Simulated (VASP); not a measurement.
# BaTiO3 (R3m) in VASP: a series of runs, part 2 of 2

VASP 6.6.1. Earlier steps stand in the parts before.

## (4) Relaxation of shape and atoms at fixed volume, PBE (14.19 Å³/atom)

This run uses another cell than the first one, of 14.19 Å³/atom.

INCAR

```
PREC = Accurate ; ENCUT = 600
EDIFF = 1E-7 ; ISMEAR = 0
SIGMA = 0.02 ; LREAL = F
LASPH = T ; NELM = 60
ALGO = Normal ; ISIF = 4
LWAVE = F ; LCHARG = F
GGA = PE ; IBRION = 2
NSW = 50 ; EDIFFG = -0.01
```

KPOINTS

```
regular mesh
0
Gamma
  6 6 6
```

POSCAR

```
BaTiO3
1.0
    2.9159375826      1.6835173483      2.4083350941
   -2.9159375826      1.6835173483      2.4083350941
    0.0000000000     -3.3670346966      2.4083350940
Ba Ti O
1 1 3
Direct
   -0.0077737656     -0.0077737656     -0.0077737656
    0.4770159701      0.4770159701      0.4770159701
    0.5121446830      0.5121446830      0.0256684294
    0.0256684294      0.5121446830      0.5121446830
    0.5121446830      0.0256684294      0.5121446830
```

On the command line:

```sh
$ cat potpaw_PBE.64/Ba_sv/POTCAR potpaw_PBE.64/Ti_sv/POTCAR potpaw_PBE.64/O/POTCAR > POTCAR
$ mpirun -np 1 vasp_std > vasp.out
```

Wall time 1.8 min (1 thread of Intel Xeon 6975P-C (Granite Rapids), shared host); peak memory 0.25 GiB.

The run converged. Its results:

```
Free energy                  : -40.0301 eV
Energy gained by relaxing    : 1.2 meV/atom
Ionic steps                  : 7
Pressure after relaxing      : -3.9 GPa
Largest force after relaxing : 0.007 eV/Å
Band gap on the k mesh       : 2.83 eV (least direct gap 3.40 eV)
```

Forces in eV/Å, atoms in the order of the input:
```
Ba   0.000  0.000 -0.007
Ti   0.000  0.000  0.006
O    0.000  0.000  0.000
O    0.000  0.000  0.000
O    0.000  0.000  0.000
```

The path:
| step | energy change (eV) | largest force (eV/Å) | pressure (GPa) | volume (Å³) |
| --- | --- | --- | --- | --- |
| 1 | 0.0000 | 0.2849 | -5.12 | 70.94 |
| 2 | -0.0060 | 0.0279 | -3.98 | 70.94 |
| 3 | -0.0061 | 0.0199 | -3.92 | 70.94 |
| 4 | -0.0061 | 0.0193 | -3.94 | 70.94 |
| 5 | -0.0061 | 0.0166 | -3.93 | 70.94 |
| 6 | -0.0061 | 0.0129 | -3.90 | 70.94 |
| 7 | -0.0061 | 0.0071 | -3.86 | 70.94 |

Final structure:
```
Ba Ti O
1.0
     2.91378    1.68227    2.41191
    -2.91378    1.68227    2.41191
     0.00000   -3.36454    2.41191
Ba Ti O
1 1 3
Direct
  0.99180 0.99180 0.99180
  0.47481 0.47481 0.47481
  0.51213 0.51213 0.02833
  0.02832 0.51213 0.51213
  0.51213 0.02832 0.51213
```

Levels at points of the mesh, in eV from the valence-band top:
| k point | band 16 | band 17 | band 18 | band 19 | band 20 | band 21 | band 22 | band 23 | band 24 |
| --- | --- | --- | --- | --- | --- | --- | --- | --- | --- |
| (0.00, 0.00, 0.00) | -1.40 | -0.88 | -0.86 | -0.71 | -0.71 | 2.86 | 2.86 | 3.05 | 4.53 |
| (0.50, 0.00, 0.00) | -1.96 | -1.52 | -1.40 | -1.14 | -0.93 | 2.98 | 3.69 | 3.89 | 4.50 |
| (0.50, 0.50, 0.00) | -2.44 | -1.53 | -0.94 | -0.82 | -0.09 | 3.77 | 3.84 | 4.09 | 4.73 |
| (0.50, 0.50, 0.50) | -2.37 | -2.29 | -0.05 | -0.05 | 0.00 | 3.99 | 4.31 | 4.31 | 6.11 |

Caveat: spin-orbit coupling is left out, which moves the levels of the heavy elements. A k mesh can miss the band edges.

## (5) Relaxation of shape and atoms at fixed volume, PBE (14.72 Å³/atom)

This run uses another cell than the first one, of 14.72 Å³/atom.

INCAR

```
PREC = Accurate
ENCUT = 600
EDIFF = 1E-6
ISMEAR = 0
SIGMA = 0.02
LREAL = F
LASPH = T
NELM = 80
ALGO = Normal
ISIF = 4
LWAVE = F
LCHARG = F
GGA = PE
IBRION = 2
NSW = 50
EDIFFG = -0.01
```

KPOINTS

```
Automatic mesh
0
Gamma
  6 6 6
```

POSCAR

```
BaTiO3
1.0
    2.9481947030      1.7021410054      2.4448254500
   -2.9481947030      1.7021410054      2.4448254500
    0.0000000000     -3.4042820108      2.4448254500
Ba Ti O
1 1 3
Direct
   -0.0102058848     -0.0102058848     -0.0102058848
    0.4740933276      0.4740933276      0.4740933276
    0.5129894836      0.5129894836      0.0293335899
    0.0293335899      0.5129894836      0.5129894836
    0.5129894836      0.0293335899      0.5129894836
```

On the command line:

```sh
$ cat potpaw_PBE.64/Ba_sv/POTCAR potpaw_PBE.64/Ti_sv/POTCAR potpaw_PBE.64/O/POTCAR > POTCAR
$ mpirun -np 1 vasp_std > vasp.out
```

It took 1.9 min on 1 thread of Intel Xeon 6975P-C (Granite Rapids), shared host; peak memory 0.26 GiB.

The run converged. Its results:

```
Free energy                  : -39.9518 eV
Energy gained by relaxing    : 2.5 meV/atom
Ionic steps                  : 6
Pressure after relaxing      : -6.0 GPa
Largest force after relaxing : 0.006 eV/Å
Band gap on the k mesh       : 2.94 eV (least direct gap 3.56 eV)
```

Forces in eV/Å, atoms in the order of the input:
```
Ba   0.000  0.000 -0.006
Ti   0.000  0.000 -0.001
O    0.000 -0.002  0.002
O    0.002  0.001  0.002
O   -0.002  0.001  0.002
```

The path:
| step | energy change (eV) | largest force (eV/Å) | pressure (GPa) | volume (Å³) |
| --- | --- | --- | --- | --- |
| 1 | 0.0000 | 0.4278 | -7.80 | 73.61 |
| 2 | -0.0121 | 0.0421 | -6.01 | 73.61 |
| 3 | -0.0121 | 0.0407 | -6.07 | 73.61 |
| 4 | -0.0123 | 0.0350 | -6.05 | 73.61 |
| 5 | -0.0125 | 0.0235 | -6.00 | 73.61 |
| 6 | -0.0125 | 0.0056 | -6.00 | 73.61 |

Final structure:
```cif
data_structure
_symmetry_space_group_name_H-M 'P 1'
_symmetry_Int_Tables_number 1
_cell_length_a 4.1914
_cell_length_b 4.1914
_cell_length_c 4.1914
_cell_angle_alpha 89.233
_cell_angle_beta 89.233
_cell_angle_gamma 89.233
_cell_volume 73.61
loop_
_atom_site_label
_atom_site_type_symbol
_atom_site_fract_x
_atom_site_fract_y
_atom_site_fract_z
_atom_site_occupancy
Ba1 Ba 0.98836 0.98836 0.98836 1
Ti1 Ti 0.47129 0.47129 0.47129 1
O1 O 0.51331 0.51331 0.03292 1
O2 O 0.03292 0.51331 0.51331 1
O3 O 0.51331 0.03292 0.51331 1
```

Levels at points of the mesh, in eV from the valence-band top:
```tsv
k point	band 18	band 19	band 20	band 21	band 22	band 23
(0.00, 0.00, 0.00)	-0.81	-0.81	-0.81	3.06	3.06	3.25
(0.50, 0.00, 0.00)	-1.34	-1.19	-0.94	3.16	3.70	3.95
(0.50, 0.50, 0.00)	-0.94	-0.79	-0.09	3.76	3.88	4.10
(0.50, 0.50, 0.50)	-0.07	-0.07	0.00	3.91	4.29	4.29
```

Caveat: spin-orbit coupling is left out, which moves the levels of the heavy elements.

## (6) Summary

| cell | gap on the mesh (eV) | pressure (GPa) | largest force (eV/Å) |
| --- | --- | --- | --- |
| relaxed from a = 4.019 Å, angles 89.7°, 5 atoms, atomic positions A | 2.32 | 4.4 | 0.01 |
| relaxed from a = 4.100 Å, angles 89.7°, 5 atoms, atomic positions A | 2.69 | -1.7 | 0.01 |
| relaxed from a = 4.140 Å, angles 89.6°, 5 atoms, atomic positions B | 2.83 | -3.9 | 0.01 |
| relaxed from a = 4.191 Å, angles 89.4°, 5 atoms, atomic positions C | 2.94 | -6.0 | 0.01 |

Alike in all rows: task relaxation of shape and atoms at fixed volume; level PBE; potentials or basis VASP PAW PBE potentials, release 64 (Ba_sv, Ti_sv, O); no spin polarisation; k mesh 6 × 6 × 6; cutoff (eV) 600; smearing gaussian 0.02 eV.

Caveats: spin-orbit coupling is left out, which moves the levels of the heavy elements.

Total energies depend on the potentials used, so only differences within one code and one set of settings carry meaning.
